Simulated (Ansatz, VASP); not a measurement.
**Pb: VASP beside Ansatz**

File INCAR:

```
SYSTEM = Pb
PREC = Accurate ; ENCUT = 520
EDIFF = 1E-6 ; ISMEAR = 0
SIGMA = 0.15 ; LREAL = .FALSE.
LASPH = .TRUE. ; NELM = 80
ALGO = Normal ; ISIF = 2
LWAVE = .FALSE. ; LCHARG = .FALSE.
GGA = PE ; NBANDS = 13
```

KPOINTS

```
Automatic mesh
0
G
  16 16 16
  0 0 0
```

POSCAR

```
Pb
1.0
    0.0000000000      2.6673840000      2.6673840000
    2.6673840000      0.0000000000      2.6673840000
    2.6673840000      2.6673840000      0.0000000000
Pb
1
Direct
    0.0000000000      0.0000000000      0.0000000000
```

Input for Ansatz:

```yaml
crystal:
  lattice:
    - [0.0, 2.667384, 2.667384]
    - [2.667384, 0.0, 2.667384]
    - [2.667384, 2.667384, 0.0]
  atoms:
    - { symbol: Pb, position: [0.0, 0.0, 0.0] }
basis:
  ecutwfc: 420
kpoints:
  mp_grid: { grid: [16, 16, 16] }
hamiltonian:
  xc: pbe
scf:
  occupations: { method: gaussian, width: 0.15 }
output:
  forces: true
  stress: true
  eigenvalues: true
```

Change from the starting cell: strain +0.080 along x and y, +0.080 along z, atoms carried along.

Alike in both runs: task single point; functional PBE; k mesh 16 × 16 × 16; occupations gaussian, width 0.15 eV; no spin polarisation.

|  | VASP | Ansatz |
| --- | --- | --- |
| version | VASP 6.6.1 | Ansatz 0.2.0 |
| potentials or method | VASP PAW PBE potentials, release 64 (Pb_d), cutoff 520 eV | scalar-relativistic, plane waves, PAW |
| valence electrons in the cell | 14 | 14 |

|  | VASP | Ansatz | Ansatz less VASP |
| --- | --- | --- | --- |
| gap on the k mesh at the Fermi level (eV) | none | none | - |
| pressure (GPa) | -4.6 | -4.5 | +0.06 |

A gap of «none» marks a metal or a gap that the smearing closes. The functional is the same, so the differences come from potentials, cutoffs and numerics.

Spin-orbit coupling is off throughout.
